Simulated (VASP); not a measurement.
Runs of VASP 6.6.1 on MgO. The structure is that of space group Fm-3m (No. 225), or close to it. The cells are those of the table. 

| cell | gap on the mesh (eV) | pressure (GPa) |
| --- | --- | --- |
| a = 2.943 Å, angles 60.0°, 2 atoms | 6.82 | 4.7 |
| a = 2.913 Å, angles 60.0°, 2 atoms | 7.17 | (b) |
| a = 2.884 Å, angles 60.0°, 2 atoms | 7.53 | 17.8 |
| a = 2.854 Å, angles 60.0°, 2 atoms | 7.91 | 25.8 |
| a = 3.003 Å, angles 60.0°, 2 atoms | 6.18 | -5.3 |
| a = 3.032 Å, angles 60.0°, 2 atoms | 5.88 | (a) |

Alike in all rows: task single point; level HSE06; potentials or basis VASP PAW PBE potentials, release 64 (Mg, O); no spin polarisation; k mesh 8 × 8 × 8; cutoff (eV) 520; smearing gaussian 0.01 eV.

Task: Fill in the values left out.

Result: (a) -9.5; (b) 10.9.

Caveats: the PAW data sets were made with another functional, which shifts forces and pressure a little; the cell stands under pressure (at least some runs); the cell stands under tension (at least some runs).

